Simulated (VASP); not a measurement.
Runs of VASP 6.6.1 on PbS. The structure is that of space group Pm-3m (No. 221), or close to it. The cells are those of the table. 

```tsv
level	cell	k mesh	cutoff (eV)	gap on the mesh (eV)	pressure (GPa)
r2SCAN+D3(BJ)	a = 3.605 Å, 2 atoms	10 × 10 × 10	550	none	0.3
r2SCAN+D3(BJ)	a = 3.460 Å, 2 atoms	10 × 10 × 10	550	none	10.8
PBE+D3(BJ)	a = 3.605 Å, 2 atoms	6 × 6 × 6	500	none	-0.1
r2SCAN+D3(BJ)	a = 3.561 Å, 2 atoms	10 × 10 × 10	550	none	3.0
r2SCAN+D3(BJ)	a = 3.610 Å, 2 atoms	10 × 10 × 10	550	none	0.1
r2SCAN+D3(BJ)	a = 3.511 Å, 2 atoms	10 × 10 × 10	550	none	(b)
PBE+D3(BJ)	a = 3.654 Å, 2 atoms	6 × 6 × 6	500	none	(d)
r2SCAN+D3(BJ)	a = 3.658 Å, 2 atoms	10 × 10 × 10	550	none	-2.1
r2SCAN+D3(BJ)	a = 3.406 Å, 2 atoms	10 × 10 × 10	550	none	(a)
PBE+D3(BJ)	a = 3.635 Å, 2 atoms	6 × 6 × 6	500	none	(c)
r2SCAN+D3(BJ)	a = 3.351 Å, 2 atoms	10 × 10 × 10	550	none	23.3
```

Alike in all rows: task single point; potentials or basis VASP PAW PBE potentials, release 64 (Pb_d, S); no spin polarisation; smearing gaussian 0.05 eV.

**Question.** Fill in the values left out.

**Answer.** (a) 16.2; (b) 6.5; (c) -1.6; (d) -2.4.

Caveats: spin-orbit coupling is left out, which moves the levels of the heavy elements; pairwise dispersion overbinds metals, which lowers pressure and volume; the PAW data sets were made with another functional, which shifts forces and pressure a little (some runs).

A k mesh can miss the band edges, and the runs leave out spin-orbit coupling on Pb.

A gap of «none» marks levels without a gap at the run's occupations.
